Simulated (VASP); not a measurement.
# Ca (Pm-3m) in VASP: single point with PBEsol

Aim: the single point of Ca with PBEsol.

All numbers are computed with VASP 6.6.1; they aren't measurements. Logs are shortened: lines on timing, memory, paths and dates and some standing lists are left out, and cuts for length are marked.

**1. The cell of the first run**

Symmetry: Pm-3m, No. 221, cubic system. Conventional cell: a = 5.717 Å, b = 5.717 Å, c = 5.717 Å, α = 90.00°, β = 90.00°, γ = 90.00°. Ca (site symmetry 4/mmm) has 8 Ca at 4.04 Å within 5.3 Å.

This isn't the form of Ca at room conditions, which is fcc.

**2. Single point, PBEsol**

INCAR reads:

```
PREC     = Accurate       # precision mode
ENCUT    = 520            # plane-wave cutoff, eV
EDIFF    = 1E-6           # SCF threshold, eV
ISMEAR   = 1              # smearing method
SIGMA    = 0.1            # smearing width, eV
LREAL    = False          # projectors in reciprocal space
LASPH    = True           # aspherical terms in the spheres
NELM     = 80             # most SCF steps
ALGO     = Normal         # electronic algorithm
ISIF     = 2              # what is computed and relaxed
LWAVE    = False          # write WAVECAR
LCHARG   = False          # write CHGCAR
GGA      = PS             # functional
NBANDS   = 22             # bands
```

KPOINTS reads:

```
Automatic mesh
0
Gamma
  4 4 4
```

POSCAR reads:

```
Ca
1.0
    5.7167700000      0.0000000000      0.0000000000
    0.0000000000      5.7167700000      0.0000000000
    0.0000000000      0.0000000000      5.7167700000
Ca
3
Direct
    0.0000000000      0.5000000000      0.5000000000
    0.5000000000      0.0000000000      0.5000000000
    0.5000000000      0.5000000000      0.0000000000
```

Potentials or basis: VASP PAW PBE potentials, release 64 (Ca_sv).

Command:

```
cat potpaw_PBE.64/Ca_sv/POTCAR > POTCAR
mpirun -np 1 vasp_std > vasp.out
```

OUTCAR:

```text
PREC = Accurate
   ENCUT = 520
   EDIFF = 1E-6
   ISMEAR = 1
   LREAL = False
   LASPH = True
   NELM = 80
   ISIF = 2
   GGA = PS

 ion  position               nearest neighbor table
   1  0.000  0.500  0.500-
   2  0.500  0.000  0.500-
   3  0.500  0.500  0.000-

  LATTYP: Found a simple cubic cell.
 ALAT       =     5.7167700000

  Lattice vectors:

 A1 = (   5.7167700000,   0.0000000000,   0.0000000000)
 A2 = (   0.0000000000,   5.7167700000,   0.0000000000)
 A3 = (   0.0000000000,   0.0000000000,   5.7167700000)

Analysis of symmetry for initial positions (statically):
=====================================================================
 Subroutine PRICEL returns:
 Original cell was already a primitive cell.

 Routine SETGRP: Setting up the symmetry group for a
 simple cubic supercell.

 Subroutine GETGRP returns: Found 48 space group operations
 (whereof 48 operations were pure point group operations)
 out of a pool of 48 trial point group operations.

The static configuration has the point symmetry O_h .

Analysis of symmetry for dynamics (positions and initial velocities):
=====================================================================
 Subroutine PRICEL returns:
 Original cell was already a primitive cell.

 Routine SETGRP: Setting up the symmetry group for a
 simple cubic supercell.

 Subroutine GETGRP returns: Found 48 space group operations
 (whereof 48 operations were pure point group operations)
 out of a pool of 48 trial point group operations.

The dynamic configuration has the point symmetry O_h .

 Subroutine INISYM returns: Found 48 space group operations
 (whereof 48 operations are pure point group operations),
 and found     1 'primitive' translations

----------------------------------------------------------------------------------------

                                     Primitive cell

  volume of cell :     186.8324

  direct lattice vectors                    reciprocal lattice vectors
     5.716770000  0.000000000  0.000000000     0.174923952  0.000000000  0.000000000
     0.000000000  5.716770000  0.000000000     0.000000000  0.174923952  0.000000000
     0.000000000  0.000000000  5.716770000     0.000000000  0.000000000  0.174923952

  length of vectors
     5.716770000  5.716770000  5.716770000     0.174923952  0.174923952  0.174923952

  position of ions in fractional coordinates (direct lattice)
     0.000000000  0.500000000  0.500000000
     0.500000000  0.000000000  0.500000000
     0.500000000  0.500000000  0.000000000

  ion indices of the primitive-cell ions
   primitive index   ion index
                 1           1
                 2           2
                 3           3

----------------------------------------------------------------------------------------

 KPOINTS: Automatic mesh

Automatic generation of k-mesh.
 Grid dimensions read from file:
 generate k-points for:    4    4    4

 Generating k-lattice:

  Cartesian coordinates                     Fractional coordinates (reciprocal lattice)
     0.043730988  0.000000000  0.000000000     0.250000000  0.000000000  0.000000000
     0.000000000  0.043730988  0.000000000     0.000000000  0.250000000  0.000000000
     0.000000000  0.000000000  0.043730988     0.000000000  0.000000000  0.250000000

  Length of vectors
     0.043730988  0.043730988  0.043730988

  Shift w.r.t. Gamma in fractional coordinates (k-lattice)
     0.000000000  0.000000000  0.000000000

 Subroutine IBZKPT returns following result:
 ===========================================

 Found     10 irreducible k-points:

 Following reciprocal coordinates:
            Coordinates               Weight
  0.000000  0.000000  0.000000      1.000000
  0.250000  0.000000  0.000000      6.000000
  0.500000  0.000000  0.000000      3.000000
  0.250000  0.250000  0.000000     12.000000
  0.500000  0.250000  0.000000     12.000000
  0.500000  0.500000  0.000000      3.000000
  0.250000  0.250000  0.250000      8.000000
  0.500000  0.250000  0.250000     12.000000
  0.500000  0.500000  0.250000      6.000000
  0.500000  0.500000  0.500000      1.000000
   k-points           NKPTS =     10   k-points in BZ     NKDIM =     10   number of bands    NBANDS=     22
   number of dos      NEDOS =    301   number of ions     NIONS =      3
   total plane-waves  NPLWV = 110592
   dimension x,y,z NGX =    48 NGY =   48 NGZ =   48
   dimension x,y,z NGXF=    96 NGYF=   96 NGZF=   96
   ions per type =               3
   NGX,Y,Z   is equivalent  to a cutoff of  13.96, 13.96, 13.96 a.u.
   NGXF,Y,Z  is equivalent  to a cutoff of  27.92, 27.92, 27.92 a.u.
 SYSTEM =  unknown system
   PREC   = accura    normal or accurate (medium, high low for compatibility)
   ISTART =      0    job   : 0-new  1-cont  2-samecut
   ICHARG =      2    charge: 1-file 2-atom 10-const
   ISPIN  =      1    spin polarized calculation?
   LNONCOLLINEAR =      F non collinear calculations
   LSORBIT =      F    spin-orbit coupling
   LASPH  =      T    aspherical Exc in radial PAW
   ENCUT  =  520.0 eV  38.22 Ry    6.18 a.u.  10.63 10.63 10.63*2*pi/ulx,y,z
   NELM   =     80;   NELMIN=  2; NELMDL= -5     # of ELM steps
   EDIFF  = 0.1E-05   stopping-criterion for ELM
   LREAL  =      F    real-space projection
   EDIFFG = 0.1E-04   stopping-criterion for IOM
   NSW    =      0    number of steps for IOM
   IBRION =     -1    ionic relax: 0-MD 1-quasi-New 2-CG
   NFREE  =      0    steps in history (QN), initial steepest desc. (CG)
   ISIF   =      2    stress and relaxation
   ISYM   =      2    0-nonsym 1-usesym 2-fastsym
   POTIM  = 0.5000    time-step for ionic-motion
   TEBEG  =    0.0;   TEEND  =   0.0 temperature during run
   PSTRESS=    0.0 pullay stress
   NELECT =      30.0000    total number of electrons
   NUPDOWN=      -1.0000    fix difference up-down
   EMIN   =  10.00;   EMAX   =-10.00  energy-range for DOS
   EFERMI =   0.00;   METHOD = LEGACY
   ISMEAR =     1;   SIGMA  =   0.10  broadening in eV -4-tet -1-fermi 0-gaus
   EFERMI_NEDOS =   21; number of points for ismear=-14 and -15
   IALGO  =     38    algorithm
   IMIX   =      4    mixing-type and parameters
     AMIX     =   0.40;   BMIX     =  1.00
     AMIX_MAG =   1.60;   BMIX_MAG =  1.00
  volume/ion in A,a.u.               =      62.28       420.27
  Fermi-wavevector in a.u.,A,eV,Ry     =   0.889811  1.681499 10.772603  0.791764
  Thomas-Fermi vector in A             =   2.011420
   LORBIT       =      0    0 simple, 1 ext, 2 COOP (PROOUT), +10 PAW based schemes
   GGA     = PS    functional components
   LHFCALC =     F    Hartree Fock is set to
   AEXX    =    0.0000 exact exchange contribution
   IVDW    =     0    specifies the selected vdW correction
   LEPSILON=     F    determine dielectric tensor
   LRPA    =     F    only Hartree local field effects (RPA)
 non-spin polarized calculation
 Methfessel and Paxton  Order N= 1 SIGMA  =   0.10
  energy-cutoff  :      520.00
  volume of cell :      186.83
 maximum number of plane-waves:      5056
 NGX is ok and might be reduce to    48
   NGX = 21   NGY = 21   NGZ = 21

 number of electron      29.9999994 magnetization

 Free energy of the ion-electron system (eV)
  ---------------------------------------------------
  ext. energy  EPLUGINS =         0.00000000
  ---------------------------------------------------
  free energy    TOTEN  =        -4.92041215 eV

  energy without entropy =       -4.91999462  energy(sigma->0) =       -4.92027297

 E-fermi :   0.4463     XC(G=0):  -6.5928

 val. band max:        0.3711975076   @ k =   0.5000   0.2500   0.0000
 cond. band min:       0.4621276107   @ k =   0.5000   0.2500   0.2500
 fundamental gap:      0.0909301031
 Fermi energy:         0.4462955850

 k-point     1 :       0.0000    0.0000    0.0000
  band No.  band energies     occupation
      1     -42.1279      2.00000
      2     -42.1197      2.00000
      3     -42.1197      2.00000
      4     -23.1937      2.00000
      5     -23.1937      2.00000
      6     -23.1937      2.00000
[... 14 lines left out ...]
     21       1.7601     -0.00000
     22       1.7601     -0.00000

 k-point     2 :       0.2500    0.0000    0.0000
  band No.  band energies     occupation
      1     -42.1269      2.00000
      2     -42.1208      2.00000
      3     -42.1197      2.00000
      4     -23.1899      2.00000
      5     -23.1899      2.00000
      6     -23.1888      2.00000
[... 14 lines left out ...]
     21       1.6389     -0.00000
     22       2.0035     -0.00000

 k-point     3 :       0.5000    0.0000    0.0000
  band No.  band energies     occupation
      1     -42.1252      2.00000
      2     -42.1225      2.00000
      3     -42.1197      2.00000
      4     -23.1843      2.00000
      5     -23.1843      2.00000
      6     -23.1830      2.00000
[... 14 lines left out ...]
     21       1.5166     -0.00000
     22       2.3930     -0.00000

 k-point     4 :       0.2500    0.2500    0.0000
  band No.  band energies     occupation
      1     -42.1260      2.00000
      2     -42.1211      2.00000
      3     -42.1203      2.00000
      4     -23.1950      2.00000
      5     -23.1864      2.00000
      6     -23.1826      2.00000
[... 14 lines left out ...]
     21       1.7785     -0.00000
     22       2.0849     -0.00000

 k-point     5 :       0.5000    0.2500    0.0000
  band No.  band energies     occupation
      1     -42.1244      2.00000
      2     -42.1225      2.00000
      3     -42.1205      2.00000
      4     -23.1968      2.00000
      5     -23.1818      2.00000
      6     -23.1812      2.00000
[... 14 lines left out ...]
     21       1.7598     -0.00000
     22       2.3085     -0.00000

 k-point     6 :       0.5000    0.5000    0.0000
  band No.  band energies     occupation
      1     -42.1225      2.00000
      2     -42.1225      2.00000
      3     -42.1225      2.00000
      4     -23.2042      2.00000
      5     -23.1784      2.00000
      6     -23.1784      2.00000
[... 14 lines left out ...]
     21       1.9012     -0.00000
     22       1.9012     -0.00000

 k-point     7 :       0.2500    0.2500    0.2500
  band No.  band energies     occupation
      1     -42.1252      2.00000
      2     -42.1211      2.00000
      3     -42.1211      2.00000
      4     -23.1972      2.00000
      5     -23.1909      2.00000
      6     -23.1909      2.00000
[... 14 lines left out ...]
     21       1.9232     -0.00000
     22       1.9232     -0.00000

 k-point     8 :       0.5000    0.2500    0.2500
  band No.  band energies     occupation
      1     -42.1238      2.00000
      2     -42.1225      2.00000
      3     -42.1211      2.00000
      4     -23.1977      2.00000
      5     -23.1954      2.00000
      6     -23.1930      2.00000
[... 14 lines left out ...]
     21       2.0172     -0.00000
     22       2.0245     -0.00000

 k-point     9 :       0.5000    0.5000    0.2500
  band No.  band energies     occupation
      1     -42.1225      2.00000
      2     -42.1225      2.00000
      3     -42.1225      2.00000
      4     -23.2041      2.00000
      5     -23.1965      2.00000
      6     -23.1965      2.00000
[... 14 lines left out ...]
     21       2.1594     -0.00000
     22       2.1601     -0.00000

 k-point    10 :       0.5000    0.5000    0.5000
  band No.  band energies     occupation
      1     -42.1224      2.00000
      2     -42.1224      2.00000
      3     -42.1224      2.00000
      4     -23.2041      2.00000
      5     -23.2041      2.00000
      6     -23.2041      2.00000
[... 14 lines left out ...]
     21       2.2479     -0.00000
     22       2.2479     -0.00000

------------------------ aborting loop because EDIFF is reached ----------------------------------------

  FORCE on cell =-STRESS in cart. coord.  units (eV):
  Direction    XX          YY          ZZ          XY          YZ          ZX
  --------------------------------------------------------------------------------------
  -------------------------------------------------------------------------------------
  Total       -2.2560819     -2.2560819     -2.2560819     -0.0000000     -0.0000000     -0.0000000
  in kB      -19.3469849    -19.3469849    -19.3469849     -0.0000000     -0.0000000     -0.0000000
  external PRESSURE =     -19.3469849 kB  Pullay stress =       0.0000000 kB

 VOLUME and BASIS-vectors are now :
 -----------------------------------------------------------------------------
  energy-cutoff  :      520.00
  volume of cell :      186.83
      direct lattice vectors                 reciprocal lattice vectors
     5.716770000  0.000000000  0.000000000     0.174923952  0.000000000  0.000000000
     0.000000000  5.716770000  0.000000000     0.000000000  0.174923952  0.000000000
     0.000000000  0.000000000  5.716770000     0.000000000  0.000000000  0.174923952

 POSITION                                       TOTAL-FORCE (eV/Angst)
 -----------------------------------------------------------------------------------
      0.00000      2.85839      2.85839         0.000000      0.000000      0.000000
      2.85839      0.00000      2.85839         0.000000      0.000000      0.000000
      2.85839      2.85839      0.00000         0.000000      0.000000      0.000000
 -----------------------------------------------------------------------------------
    total drift:                                0.000000     -0.000000     -0.000000

  FREE ENERGIE OF THE ION-ELECTRON SYSTEM (eV)
  ---------------------------------------------------
  free  energy   TOTEN  =        -4.9204121486 eV

  energy  without entropy=       -4.9199946246  energy(sigma->0) =       -4.92027297
```

It took 75 s on 1 thread of Intel Xeon 8259CL, shared host; peak memory 0.3 GiB.

Results:

* Free energy: -4.9204 eV
* Pressure: -1.9 GPa
* Band gap on the k mesh: zero (bands 15 and 16 overlap by 0.69 eV)

Levels at points of the mesh, in eV from the Fermi level:
```
           k point  band 11  band 12  band 13  band 14  band 15  band 16  band 17  band 18  band 19  band 20
(0.00, 0.00, 0.00)   -23.55   -23.55    -3.32    -0.10     0.30     0.30     0.86     0.86     0.86     1.31
(0.50, 0.00, 0.00)   -23.55   -23.55    -2.40    -1.70     0.39     0.96     0.96     1.05     1.05     1.06
(0.50, 0.50, 0.00)   -23.56   -23.53    -1.37    -1.09    -1.09    -0.28     0.77     1.30     1.30     1.35
(0.50, 0.50, 0.50)   -23.53   -23.53    -0.65    -0.65    -0.65    -0.29     0.18     0.55     0.55     0.55
```

Caveat: the PAW data sets were made with another functional, which shifts forces and pressure a little.

The gap in the log of VASP goes by the Fermi energy; the results here count the filled bands.